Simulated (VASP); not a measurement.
The system is SnO.

```
Sn O
1.0
     0.00000    2.53697    2.53697
     2.53697    0.00000    2.53697
     2.53697    2.53697    0.00000
Sn O
1 1
Cartesian
  0.0000 0.0000 0.0000
  2.5370 2.5370 2.5370
```

Base run:

```yaml
Program: VASP 6.6.1
Functional: PBE
Potentials_or_basis: VASP PAW PBE potentials, release 64 (Sn_d, O)
Cutoff: 520 eV
k_mesh: 8 × 8 × 8
Occupations: fermi-dirac, width 0.02 eV
Spin: no spin polarisation
```

Its results: band gap on the k mesh 0.89 eV (least direct gap 0.95 eV); pressure 2.3 GPa.

The run is repeated on the same cell with these changes: functional from PBE to PBE0; k mesh from 8 × 8 × 8 to 6 × 6 × 6. What comes out?

Band gap on the k mesh 1.75 eV (least direct gap 1.85 eV); pressure -0.1 GPa.

Several settings changed at once.

Caveats: spin-orbit coupling is left out, which moves the levels of the heavy elements; the PAW data sets were made with another functional, which shifts forces and pressure a little (at least some runs).

A k mesh can miss the band edges.
